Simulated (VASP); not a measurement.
Al2O3, 5 atoms in the cell. Symmetry: P-6m2, No. 187, hexagonal system. Conventional cell: a = 2.867 Å, b = 2.867 Å, c = 7.301 Å, α = 90.00°, β = 90.00°, γ = 120.00°. Within 2.4 Å of Al (site symmetry 3m) lie 6 O at 1.79 to 2.16 Å. O (site symmetry 3m) has 3 Al at 1.79 Å within 2.4 Å. O (site symmetry -6m2) has 6 Al at 2.16 Å and 12 O at 2.65 to 2.87 Å within 2.9 Å. 

* Program: VASP 6.6.1
* Task: relaxation of cell and atoms
* Functional: PBE
* Dispersion: D3(BJ)
* Potentials or basis: VASP PAW PBE potentials, release 64 (Al, O)
* Cutoff: 600 eV
* k mesh: 12 × 12 × 4
* Occupations: gaussian, width 0.02 eV
* Spin: no spin polarisation
* Dipole correction: no
* Further INCAR settings: ALGO = Normal; EDIFF = 1e-07; IBRION = 2; EDIFFG = -0.005; NSW = 100; ISIF = 3

Potentials or basis: VASP PAW PBE potentials, release 64 (Al, O).

The run is started by

```sh
$ cat potpaw_PBE.64/Al/POTCAR potpaw_PBE.64/O/POTCAR > POTCAR
$ mpirun -np 1 vasp_std > vasp.out
```

Hardware: 1 thread of AMD EPYC 9R45 96-Core Processor (Zen 5) (shared host).

Q: Estimate the wall time of this run.

A: It took 3.2 min on 1 thread of AMD EPYC 9R45 96-Core Processor (Zen 5), with other jobs on the host, peak memory 0.18 GiB. Counts: scf iterations 89, k points 57, ion steps 13.
